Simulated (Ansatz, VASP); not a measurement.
CoW3 in VASP and in Ansatz

Contents of INCAR:

```
SYSTEM = CoW3
ALGO = Fast ; EDIFF = 1E-7
ENCUT = 520 ; GGA = PS
ISIF = 2 ; ISMEAR = 0
ISPIN = 2 ; LASPH = .TRUE.
LCHARG = .FALSE. ; LMAXMIX = 4
LORBIT = 11 ; LREAL = .FALSE.
LWAVE = .FALSE. ; MAGMOM = 0 0 0 2
NBANDS = 38 ; NELM = 150
PREC = Accurate ; SIGMA = 0.1
```

File KPOINTS:

```
k-points
0
G
  12 12 12
  0 0 0
```

File POSCAR:

```
CoW3
1.0
    0.0000000000      2.9214554964      2.9214554964
    2.9214554964      0.0000000000      2.9214554964
    2.9214554964      2.9214554964      0.0000000000
W Co
3 1
Direct
    0.2500000000      0.2500000000      0.2500000000
    0.7500000000      0.7500000000      0.7500000000
    0.5000000000      0.5000000000      0.5000000000
    0.0000000000      0.0000000000      0.0000000000
```

Input for Ansatz:

```yaml
crystal:
  lattice:
    - [0.0, 2.9214554964, 2.9214554964]
    - [2.9214554964, 0.0, 2.9214554964]
    - [2.9214554964, 2.9214554964, 0.0]
  atoms:
    - { symbol: W, position: [0.25, 0.25, 0.25] }
    - { symbol: W, position: [0.75, 0.75, 0.75] }
    - { symbol: W, position: [0.5, 0.5, 0.5] }
    - { symbol: Co, position: [0.0, 0.0, 0.0], spin: 2.0 }
basis:
  ecutwfc: 420
kpoints:
  mp_grid: { grid: [12, 12, 12] }
hamiltonian:
  xc: pbesol
scf:
  occupations: { method: gaussian, width: 0.1 }
  lower_state_search: "off"
output:
  forces: true
  stress: true
  eigenvalues: true
  populations: true
magnetization:
  spin_polarized: true
```

Alike in both runs: task single point; functional PBEsol; k mesh 12 × 12 × 12; occupations gaussian, width 0.1 eV; collinear spin.

|  | VASP | Ansatz |
| --- | --- | --- |
| version | VASP 6.6.1 | Ansatz 0.2.0 |
| potentials or method | VASP PAW PBE potentials, release 64 (W_sv, Co), cutoff 520 eV | scalar-relativistic, plane waves, PAW |
| valence electrons in the cell | 51 | 59 |

|  | VASP | Ansatz | Ansatz less VASP |
| --- | --- | --- | --- |
| gap on the k mesh at the Fermi level (eV) | none | none | - |
| net moment per atom (μB) | 0.25 | 0.25 | +0.006 |
| size of the moment on the site where the two differ most (μB) | 0.75 | 0.78 | +0.034 |

VASP's potentials were made for PBE, not for PBEsol. Site moments also hang on the region over which each program counts them. A gap of «none» marks a metal or a gap that the smearing closes. The functional is the same, so the differences come from potentials, cutoffs and numerics. VASP's potentials hold 51 valence electrons a cell and Ansatz's 59, so a difference there can come from the potentials and not from the codes.

Spin-orbit coupling is off throughout.
